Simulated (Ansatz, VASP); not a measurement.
Given: the input of a run of VASP 6.6.1 on SnSe.

File POSCAR:

```
SnSe
1.0
    0.0000000000      3.0100000000      3.0100000000
    3.0100000000      0.0000000000      3.0100000000
    3.0100000000      3.0100000000      0.0000000000
Sn Se
1 1
Direct
    0.0000000000      0.0000000000      0.0000000000
    0.5000000000      0.5000000000      0.5000000000
```

INCAR.step1

```
PREC = Accurate
ENCUT = 520
ISMEAR = -1
SIGMA = 0.05
LREAL = F
LASPH = T
NELM = 60
NBANDS = 17
GGA = PE
ALGO = Normal
EDIFF = 1E-4
LWAVE = T
LCHARG = F
```

Contents of INCAR.step2:

```
PREC = Accurate
ENCUT = 520
EDIFF = 1E-6
ISMEAR = -1
SIGMA = 0.05
LREAL = F
LASPH = T
NELM = 60
ALGO = Normal
ISIF = 2
LWAVE = F
LCHARG = T
METAGGA = R2SCAN
LMIXTAU = T
IVDW = 13
VDW_S6 = 1.0
VDW_S8 = 0.6018749
VDW_A1 = 0.51559235
VDW_A2 = 5.77342911
LELF = T
LVHAR = T
NBANDS = 17
ISTART = 1
```

File KPOINTS:

```
regular mesh
0
Gamma
  8 8 8
```

Potentials or basis: VASP PAW PBE potentials, release 64 (Sn_d, Se).

Launch:

```console
$ cat potpaw_PBE.64/Sn_d/POTCAR potpaw_PBE.64/Se/POTCAR > POTCAR
$ cp INCAR.step1 INCAR
$ mpirun -np 1 vasp_std > vasp.out
$ cp INCAR.step2 INCAR
$ mpirun -np 1 vasp_std > vasp.out
```

Set up the same calculation for Ansatz 0.2.0. Potentials there: Ansatz PAW.

As run (the cutoff follows the program's own potentials):

The input input.yaml:

```yaml
crystal:
  lattice:
    - [0.0, 3.01, 3.01]
    - [3.01, 0.0, 3.01]
    - [3.01, 3.01, 0.0]
  atoms:
    - { symbol: Sn, position: [0.0, 0.0, 0.0] }
    - { symbol: Se, position: [0.5, 0.5, 0.5] }
hamiltonian:
  xc: r2scan
  pseudopotentials: { kind: paw }
  dispersion: d4
kpoints:
  mp_grid: { grid: [8, 8, 8] }
scf:
  occupations: { method: fermi_dirac, width: 0.05 }
output:
  forces: true
  stress: true
  eigenvalues: true
```

Potentials or basis: Ansatz PAW.

Command:

```sh
$ ansatz run input.yaml --threads 2 --pin off --max-ram 5120MiB --backend cpu --events-out ev --progress --plain --runs-dir out
```

Both were run:

|  | VASP | Ansatz | Ansatz less VASP |
| --- | --- | --- | --- |
| gap on the k mesh at the Fermi level (eV) | 0.45 | 0.46 | 0.000 |
| least direct gap on the mesh (eV) | 0.45 | 0.46 | 0.000 |
| pressure (GPa) | -0.8 | -0.8 | -0.01 |

VASP's potentials were made for PBE, not for r2SCAN. VASP's potentials hold 20 valence electrons a cell and Ansatz's 30, so a difference there can come from the potentials and not from the codes.
